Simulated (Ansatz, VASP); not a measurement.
## One calculation of VCrC2, two programs

```xyz
4
Lattice="1.4606 0.8433 4.7394 -1.4606 0.8433 4.7394 0.0000 -1.6866 4.7394" Properties=species:S:1:pos:R:3 pbc="T T T"
Cr    0.0000    0.0000    7.1091
V     0.0000    0.0000    0.0000
C     0.0000    0.0000    3.5369
C     0.0000    0.0000   10.6813
```

Alike in both runs: task single point; functional PBE; k mesh 9 × 9 × 9; occupations fermi-dirac, width 0.05 eV; collinear spin; fixed moment 3.8 μB.

```csv
,VASP,Ansatz
version,VASP 6.6.1,Ansatz 0.2.0
potentials or method,"VASP PAW PBE potentials, release 64 (Cr_sv, V_sv, C)",Ansatz PAW
plane-wave cutoff (eV),700,420
valence electrons in the cell,35,35
```

|  | VASP | Ansatz | Ansatz less VASP |
| --- | --- | --- | --- |
| pressure (GPa) | 17.5 | 17.8 | +0.27 |
| traceless stress, the component that is largest in VASP (GPa) | -0.19 | -0.19 | -0.003 |
| rms of the force components (eV/Å) | 0.055 | 0.073 | +0.0185 |
| net moment per atom (μB) | 0.95 | 0.95 | 0.000 |
| size of the moment on the site where the two differ most (μB) | 1.15 | 0.94 | -0.208 |

Site moments also hang on the region over which each program counts them. Atom by atom the forces differ by 0.019 eV/Å (rms over components). With one functional, cell and mesh, what is left measures potentials, basis and numerics.
